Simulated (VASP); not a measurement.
# Si16H5Cl in VASP: further runs

Si16H5Cl is run at these levels: PBE+D3(BJ); tasks: single point.

Everything below comes from runs of VASP 6.6.1. Logs are shortened: lines on timing, memory, paths and dates and some standing lists are left out, and cuts for length are marked.

### 1 The cell of the first run

The cell holds a slab with vacuum, 22 atoms: a = 7.679 Å, b = 7.679 Å, c = 18.419 Å, α = 90.00°, β = 90.00°, γ = 60.00°.

### 2 Single point, PBE+D3(BJ)

INCAR reads:

```
ALGO = Normal ; EDIFF = 1E-7
ENCUT = 520 ; GGA = PE
ISIF = 2 ; ISMEAR = 0
IVDW = 12 ; LASPH = True
LCHARG = False ; LREAL = Auto
LWAVE = False ; NBANDS = 55
NELM = 60 ; PREC = Accurate
SIGMA = 0.02
```

KPOINTS reads:

```
k-points
0
Gamma
  2 2 1
```

POSCAR reads:

```
Si16H5Cl
1.0
    7.6791800000      0.0000000000      0.0000000000
    3.8395900000      6.6503650000      0.0000000000
    0.0000000000      0.0000000000     18.4187650000
H Si Cl
5 16 1
Direct
    0.1666666792      0.1666666416      0.0542924566
    0.6666666792      0.1666666416      0.0542924566
    0.1666666416      0.6666667168      0.0542924566
    0.6666666416      0.6666667168      0.0542924566
   -0.0918341563     -0.1104795000      0.3817943820
    0.1666666792      0.1666666416      0.1357311416
    0.6666666792      0.1666666416      0.1357311416
    0.1666666416      0.6666667168      0.1357311416
    0.6666666416      0.6666667168      0.1357311416
   -0.1661690377      0.3316960798      0.1755251777
    0.3350396264      0.3351173958      0.1800006678
   -0.1660138205      0.8343093950      0.1768795031
    0.3323966350      0.8333799724      0.1769396591
   -0.1796479850      0.3101407216      0.3022427399
    0.3168461356      0.2944805285      0.3102211250
   -0.2026130535      0.8330712675      0.3024423190
    0.3227362067      0.8310698736      0.3044845298
    0.0180400126      0.0127379475      0.3700525524
    0.4921331647     -0.0240580780      0.3675567824
   -0.0276760576      0.4962853919      0.3410603805
    0.4715788462      0.4848989492      0.3140998867
   -0.0334160176      0.5043251010      0.4548681196
```

Potentials or basis: VASP PAW PBE potentials, release 64 (H, Si, Cl).

Command:

```sh
$ cat potpaw_PBE.64/H/POTCAR potpaw_PBE.64/Si/POTCAR potpaw_PBE.64/Cl/POTCAR > POTCAR
$ mpirun -np 1 vasp_std > vasp.out
```

OUTCAR:

```text
EDIFF = 1E-7
   ENCUT = 520
   GGA = PE
   ISIF = 2
   ISMEAR = 0
   IVDW = 12
   LASPH = True
   LREAL = Auto
   NELM = 60
   PREC = Accurate
 IVDW          = 12

 ion  position               nearest neighbor table
   1  0.167  0.167  0.054-   6 1.50
   2  0.667  0.167  0.054-   7 1.50
   3  0.167  0.667  0.054-   8 1.50
   4  0.667  0.667  0.054-   9 1.50
   5  0.908  0.890  0.382-  18 1.57  16 1.85
   6  0.167  0.167  0.136-   1 1.50  10 2.33  13 2.34  11 2.38
   7  0.667  0.167  0.136-   2 1.50  10 2.33  12 2.34  11 2.35
   8  0.167  0.667  0.136-   3 1.50  13 2.34  12 2.34  11 2.35
   9  0.667  0.667  0.136-   4 1.50  10 2.35  13 2.35  12 2.35
  10  0.834  0.332  0.176-   7 2.33   6 2.33   9 2.35  14 2.35
  11  0.335  0.335  0.180-   8 2.35   7 2.35   6 2.38  15 2.43  21 3.12
  12  0.834  0.834  0.177-  16 2.33   7 2.34   8 2.34   9 2.35
  13  0.332  0.833  0.177-   8 2.34   6 2.34   9 2.35  17 2.35
  14  0.820  0.310  0.302-  21 2.33  10 2.35  20 2.36  18 2.37
  15  0.317  0.294  0.310-  21 2.30  19 2.37  20 2.37  11 2.43
  16  0.797  0.833  0.302-   5 1.85  12 2.33  20 2.35  19 2.36  18 2.94
  17  0.323  0.831  0.304-  21 2.32  13 2.35  18 2.37  19 2.39
  18  0.018  0.013  0.370-   5 1.57  14 2.37  17 2.37  16 2.94
  19  0.492  0.976  0.368-  16 2.36  15 2.37  17 2.39
  20  0.972  0.496  0.341-  22 2.10  16 2.35  14 2.36  15 2.37
  21  0.472  0.485  0.314-  15 2.30  17 2.32  14 2.33  11 3.12
  22  0.967  0.504  0.455-  20 2.10

  LATTYP: Found a hexagonal cell.
 ALAT       =     7.6791800344
 C/A-ratio  =     2.3985327753

  Lattice vectors:

 A1 = (  -3.8395900000,  -6.6503650000,   0.0000000000)
 A2 = (   7.6791800000,   0.0000000000,   0.0000000000)
 A3 = (   0.0000000000,   0.0000000000,  18.4187650000)

Analysis of symmetry for initial positions (statically):
=====================================================================
 Subroutine PRICEL returns:
 Original cell was already a primitive cell.

 Routine SETGRP: Setting up the symmetry group for a
 hexagonal supercell.

 Subroutine GETGRP returns: Found  1 space group operations
 (whereof  1 operations were pure point group operations)
 out of a pool of 24 trial point group operations.

The static configuration has the point symmetry C_1 .

Analysis of symmetry for dynamics (positions and initial velocities):
=====================================================================
 Subroutine PRICEL returns:
 Original cell was already a primitive cell.

 Routine SETGRP: Setting up the symmetry group for a
 hexagonal supercell.

 Subroutine GETGRP returns: Found  1 space group operations
 (whereof  1 operations were pure point group operations)
 out of a pool of 24 trial point group operations.

The dynamic configuration has the point symmetry C_1 .

 Subroutine INISYM returns: Found  1 space group operations
 (whereof  1 operations are pure point group operations),
 and found     1 'primitive' translations

----------------------------------------------------------------------------------------

                                     Primitive cell

  volume of cell :     940.6344

  direct lattice vectors                    reciprocal lattice vectors
     7.679180000  0.000000000  0.000000000     0.130222237 -0.075183843  0.000000000
     3.839590000  6.650365000  0.000000000     0.000000000  0.150367687  0.000000000
     0.000000000  0.000000000 18.418765000     0.000000000  0.000000000  0.054292457

  length of vectors
     7.679180000  7.679180034 18.418765000     0.150367687  0.150367687  0.054292457

  position of ions in fractional coordinates (direct lattice)
     0.166666679  0.166666642  0.054292457
     0.666666679  0.166666642  0.054292457
     0.166666642  0.666666717  0.054292457
     0.666666642  0.666666717  0.054292457
     0.908165844  0.889520500  0.381794382
     0.166666679  0.166666642  0.135731142
[... 14 lines left out ...]
     0.471578846  0.484898949  0.314099887
     0.966583982  0.504325101  0.454868120

  ion indices of the primitive-cell ions
   primitive index   ion index
                 1           1
                 2           2
                 3           3
                 4           4
                 5           5
                 6           6
[... 14 lines left out ...]
                21          21
                22          22

----------------------------------------------------------------------------------------

 KPOINTS: k-points

Automatic generation of k-mesh.
 Grid dimensions read from file:
 generate k-points for:    2    2    1

 Generating k-lattice:

  Cartesian coordinates                     Fractional coordinates (reciprocal lattice)
     0.065111119 -0.037591922  0.000000000     0.500000000 -0.000000000  0.000000000
     0.000000000  0.075183843  0.000000000     0.000000000  0.500000000  0.000000000
     0.000000000  0.000000000  0.054292457     0.000000000  0.000000000  1.000000000

  Length of vectors
     0.075183844  0.075183843  0.054292457

  Shift w.r.t. Gamma in fractional coordinates (k-lattice)
     0.000000000  0.000000000  0.000000000

 Subroutine IBZKPT returns following result:
 ===========================================

 Found      4 irreducible k-points:

 Following reciprocal coordinates:
            Coordinates               Weight
  0.000000  0.000000  0.000000      1.000000
  0.500000  0.000000  0.000000      1.000000
  0.500000  0.500000  0.000000      1.000000
  0.000000  0.500000  0.000000      1.000000
   k-points           NKPTS =      4   k-points in BZ     NKDIM =      4   number of bands    NBANDS=     55
   number of dos      NEDOS =    301   number of ions     NIONS =     22
   total plane-waves  NPLWV = 504000
   dimension x,y,z NGX =    60 NGY =   60 NGZ =  140
   dimension x,y,z NGXF=   120 NGYF=  120 NGZF=  280
   ions per type =               5  16   1
   NGX,Y,Z   is equivalent  to a cutoff of  12.99, 12.99, 12.64 a.u.
   NGXF,Y,Z  is equivalent  to a cutoff of  25.98, 25.98, 25.27 a.u.
 SYSTEM =  unknown system
   PREC   = accura    normal or accurate (medium, high low for compatibility)
   ISTART =      0    job   : 0-new  1-cont  2-samecut
   ICHARG =      2    charge: 1-file 2-atom 10-const
   ISPIN  =      1    spin polarized calculation?
   LNONCOLLINEAR =      F non collinear calculations
   LSORBIT =      F    spin-orbit coupling
   LASPH  =      T    aspherical Exc in radial PAW
   ENCUT  =  520.0 eV  38.22 Ry    6.18 a.u.  14.28 14.28 34.25*2*pi/ulx,y,z
   NELM   =     60;   NELMIN=  2; NELMDL= -5     # of ELM steps
   EDIFF  = 0.1E-06   stopping-criterion for ELM
   LREAL  =      T    real-space projection
   EDIFFG = 0.1E-05   stopping-criterion for IOM
   NSW    =      0    number of steps for IOM
   IBRION =     -1    ionic relax: 0-MD 1-quasi-New 2-CG
   NFREE  =      0    steps in history (QN), initial steepest desc. (CG)
   ISIF   =      2    stress and relaxation
   ISYM   =      2    0-nonsym 1-usesym 2-fastsym
   POTIM  = 0.5000    time-step for ionic-motion
   TEBEG  =    0.0;   TEEND  =   0.0 temperature during run
   PSTRESS=    0.0 pullay stress
   NELECT =      76.0000    total number of electrons
   NUPDOWN=      -1.0000    fix difference up-down
   EMIN   =  10.00;   EMAX   =-10.00  energy-range for DOS
   EFERMI =   0.00;   METHOD = LEGACY
   ISMEAR =     0;   SIGMA  =   0.02  broadening in eV -4-tet -1-fermi 0-gaus
   EFERMI_NEDOS =   21; number of points for ismear=-14 and -15
   IALGO  =     38    algorithm
   IMIX   =      4    mixing-type and parameters
     AMIX     =   0.40;   BMIX     =  1.00
     AMIX_MAG =   1.60;   BMIX_MAG =  1.00
  volume/ion in A,a.u.               =      42.76       288.53
  Fermi-wavevector in a.u.,A,eV,Ry     =   0.707738  1.337431  6.815061  0.500893
  Thomas-Fermi vector in A             =   1.793866
   LORBIT       =      0    0 simple, 1 ext, 2 COOP (PROOUT), +10 PAW based schemes
   GGA     = PE    functional components
   LHFCALC =     F    Hartree Fock is set to
   AEXX    =    0.0000 exact exchange contribution
   IVDW    =    12    specifies the selected vdW correction
   LEPSILON=     F    determine dielectric tensor
   LRPA    =     F    only Hartree local field effects (RPA)
 non-spin polarized calculation
 Gauss-broadening in eV      SIGMA  =   0.02
  energy-cutoff  :      520.00
  volume of cell :      940.63
 maximum number of plane-waves:     25382
 NGX is ok and might be reduce to    60
   NGX = 29   NGY = 29   NGZ = 69

 number of electron      76.0000003 magnetization

 Free energy of the ion-electron system (eV)
  ---------------------------------------------------
  ext. energy  EPLUGINS =         0.00000000
  ---------------------------------------------------
  free energy    TOTEN  =      -101.60339774 eV

  energy without entropy =     -101.60339774  energy(sigma->0) =     -101.60339774

 E-fermi :  -1.1400     XC(G=0):  -4.3752

 val. band max:       -1.2546078179   @ k =   0.0000   0.5000   0.0000
 cond. band min:      -0.8230461021   @ k =   0.0000   0.0000   0.0000
 fundamental gap:      0.4315617158
 Fermi energy:        -1.1400229965

 k-point     1 :       0.0000    0.0000    0.0000
  band No.  band energies     occupation
      1     -16.8059      2.00000
      2     -12.5419      2.00000
      3     -11.3352      2.00000
      4     -10.4875      2.00000
      5     -10.3591      2.00000
      6     -10.2751      2.00000
[... 42 lines left out ...]
     49       1.5138      0.00000
     50       1.6407      0.00000

 k-point     2 :       0.5000    0.0000    0.0000
  band No.  band energies     occupation
      1     -16.8053      2.00000
      2     -11.9026      2.00000
      3     -11.7907      2.00000
      4     -10.7461      2.00000
      5     -10.6225      2.00000
      6     -10.5473      2.00000
[... 42 lines left out ...]
     49       2.5410      0.00000
     50       2.6094      0.00000

 k-point     3 :       0.5000    0.5000    0.0000
  band No.  band energies     occupation
      1     -16.8052      2.00000
      2     -11.8987      2.00000
      3     -11.7724      2.00000
      4     -10.6923      2.00000
      5     -10.6624      2.00000
      6     -10.6299      2.00000
[... 42 lines left out ...]
     49       2.6218      0.00000
     50       2.6536      0.00000

 k-point     4 :       0.0000    0.5000    0.0000
  band No.  band energies     occupation
      1     -16.8051      2.00000
      2     -11.9390      2.00000
      3     -11.7486      2.00000
      4     -10.7464      2.00000
      5     -10.6152      2.00000
      6     -10.6018      2.00000
[... 42 lines left out ...]
     49       2.5249      0.00000
     50       2.6707      0.00000
 [bands above 50 left out]

------------------------ aborting loop because EDIFF is reached ----------------------------------------

 Edisp (eV)   -4.12117

 E8    (eV) :    -1.7327

  FORCE on cell =-STRESS in cart. coord.  units (eV):
  Direction    XX          YY          ZZ          XY          YZ          ZX
  --------------------------------------------------------------------------------------
  -------------------------------------------------------------------------------------
  Total       0.08817     0.42258     0.14489    -0.72299     0.16138     0.19817
  in kB       0.15017     0.71978     0.24678    -1.23147     0.27488     0.33754
  external pressure =        0.37 kB  Pullay stress =        0.00 kB

 VOLUME and BASIS-vectors are now :
 -----------------------------------------------------------------------------
  energy-cutoff  :      520.00
  volume of cell :      940.63
      direct lattice vectors                 reciprocal lattice vectors
     7.679180000  0.000000000  0.000000000     0.130222237 -0.075183843  0.000000000
     3.839590000  6.650365000  0.000000000     0.000000000  0.150367687  0.000000000
     0.000000000  0.000000000 18.418765000     0.000000000  0.000000000  0.054292457

 POSITION                                       TOTAL-FORCE (eV/Angst)
 -----------------------------------------------------------------------------------
      1.91979      1.10839      1.00000         0.083049      0.032694     -0.057881
      5.75938      1.10839      1.00000        -0.112715      0.004452     -0.047856
      3.83959      4.43358      1.00000        -0.061378     -0.074928     -0.060713
      7.67918      4.43358      1.00000         0.001889     -0.020412     -0.066889
     10.38936      5.91564      7.03218         0.016177      0.000846      0.011668
      1.91979      1.10839      2.50000         0.162374     -0.003574      0.080546
[... 14 lines left out ...]
      5.48315      3.22476      5.78533         0.001608     -0.005538      0.005919
      9.35897      3.35395      8.37811         0.010204      0.001568     -0.022145
 -----------------------------------------------------------------------------------
    total drift:                               -0.003565      0.005579     -0.000198

  FREE ENERGIE OF THE ION-ELECTRON SYSTEM (eV)
  ---------------------------------------------------
  free  energy   TOTEN  =      -105.7245698968 eV

  energy  without entropy=     -105.7245698968  energy(sigma->0) =     -105.72456990
```

Wall time 6.5 min (1 thread of Intel Xeon 6975P-C (Granite Rapids), shared host); peak memory 0.96 GiB.

Results:

| Property | Result |
| --- | --- |
| Free energy | -105.7246 eV |
| Largest force | 0.183 eV/Å |
| Band gap on the k mesh | 0.43 eV (least direct gap 0.49 eV) |
| Dispersion energy per atom | -0.187 eV |

Forces on the atoms (eV/Å):
```
H    0.083  0.033 -0.058
H   -0.113  0.004 -0.048
H   -0.061 -0.075 -0.061
H    0.002 -0.020 -0.067
H    0.016  0.001  0.012
Si   0.162 -0.004  0.081
Si  -0.016 -0.022 -0.078
Si   0.031  0.042  0.077
Si  -0.082  0.015  0.162
Si  -0.007 -0.001  0.001
Si  -0.010 -0.006  0.005
Si  -0.001  0.010 -0.003
Si  -0.002  0.001 -0.002
Si   0.001  0.010  0.005
Si   0.005  0.011 -0.015
Si  -0.014 -0.004 -0.017
Si   0.008  0.004 -0.001
Si  -0.002  0.004 -0.003
Si   0.002  0.001 -0.009
Si  -0.015  0.001  0.036
Si   0.002 -0.006  0.006
Cl   0.010  0.002 -0.022
```

Caveat: the k points lie up to 0.47 Å⁻¹ apart; there is no dipole correction, which matters where the two faces differ.

### 3 Single point, PBE+D3(BJ)

INCAR reads:

```
SYSTEM = Si16H5Cl
PREC = Accurate
ENCUT = 520
EDIFF = 1E-6
ISMEAR = 0
SIGMA = 0.02
LREAL = Auto
LASPH = .True.
NELM = 80
ALGO = Normal
ISIF = 2
LWAVE = .False.
LCHARG = .False.
GGA = PE
IVDW = 12
NBANDS = 55
```

KPOINTS reads:

```
regular mesh
0
Gamma
  2 2 1
  0 0 0
```

POSCAR reads:

```
Si16H5Cl
1.0
    7.6791800000      0.0000000000      0.0000000000
    3.8395900000      6.6503650000      0.0000000000
    0.0000000000      0.0000000000     18.4187650000
H Si Cl
5 16 1
Direct
    0.1666666792      0.1666666416      0.0542924566
    0.6666666792      0.1666666416      0.0542924566
    0.1666666416      0.6666667168      0.0542924566
    0.6666666416      0.6666667168      0.0542924566
   -0.0378141660     -0.1227717576      0.3375068850
    0.1666666792      0.1666666416      0.1357311416
    0.6666666792      0.1666666416      0.1357311416
    0.1666666416      0.6666667168      0.1357311416
    0.6666666416      0.6666667168      0.1357311416
   -0.1656902157      0.3321432733      0.1750340482
    0.3316096017      0.3336716105      0.1759311224
   -0.1669457413      0.8349468037      0.1763353840
    0.3370039669      0.8269385214      0.1831469157
   -0.1850663560      0.3380673091      0.3011558593
    0.3151059140      0.3543104777      0.3024051287
   -0.2143818026      0.8483953888      0.3017465069
    0.3121960259      0.9031147914      0.3171797892
   -0.0076865283      0.0502145371      0.3793373769
    0.4941263587      0.0453594652      0.3699464649
   -0.0247523548      0.5128070414      0.3397155021
    0.4638375585      0.5557887424      0.3126870341
   -0.0206265157      0.5088188393      0.4537218429
```

Potentials or basis: VASP PAW PBE potentials, release 64 (H, Si, Cl).

Command:

```sh
$ cat potpaw_PBE.64/H/POTCAR potpaw_PBE.64/Si/POTCAR potpaw_PBE.64/Cl/POTCAR > POTCAR
$ mpirun -np 1 vasp_std > vasp.out
```

It took 8.6 min on 1 thread of Intel Xeon 6975P-C (Granite Rapids), shared host; peak memory 0.96 GiB.

It converged, with:

```
Free energy                : -105.8550 eV
Largest force              : 0.398 eV/Å
Band gap on the k mesh     : 0.58 eV
Dispersion energy per atom : -0.187 eV
```

Forces on the atoms (eV/Å):
```
H   -0.002 -0.180 -0.056
H   -0.045  0.012 -0.058
H    0.046  0.138 -0.061
H   -0.063  0.087 -0.063
H   -0.005 -0.031 -0.075
Si   0.042 -0.348  0.188
Si  -0.068  0.156 -0.156
Si   0.052 -0.007  0.146
Si  -0.032  0.009  0.092
Si   0.012 -0.004  0.014
Si  -0.012 -0.002  0.001
Si  -0.001 -0.008  0.004
Si  -0.013  0.011  0.018
Si   0.010  0.014 -0.011
Si   0.031  0.023  0.002
Si   0.008  0.014  0.020
Si   0.040  0.028  0.000
Si  -0.008  0.040  0.011
Si   0.009  0.019 -0.015
Si  -0.006  0.005  0.024
Si  -0.007  0.019  0.021
Cl   0.011  0.005 -0.047
```

Levels at points of the mesh, in eV from the valence-band top:
```csv
k point,band 35,band 36,band 37,band 38,band 39,band 40,band 41,band 42
"(0.00, 0.00, 0.00)",-0.48,-0.30,-0.10,0.00,0.58,1.36,1.39,1.63
"(0.50, 0.00, 0.00)",-0.87,-0.68,-0.34,-0.16,0.92,1.58,2.18,2.31
"(0.50, 0.50, 0.00)",-0.71,-0.65,-0.45,-0.07,0.85,1.84,2.08,2.46
"(0.00, 0.50, 0.00)",-0.81,-0.65,-0.35,0.00,0.96,1.73,2.07,2.20
```

Caveat: the k points lie up to 0.47 Å⁻¹ apart; there is no dipole correction, which matters where the two faces differ.
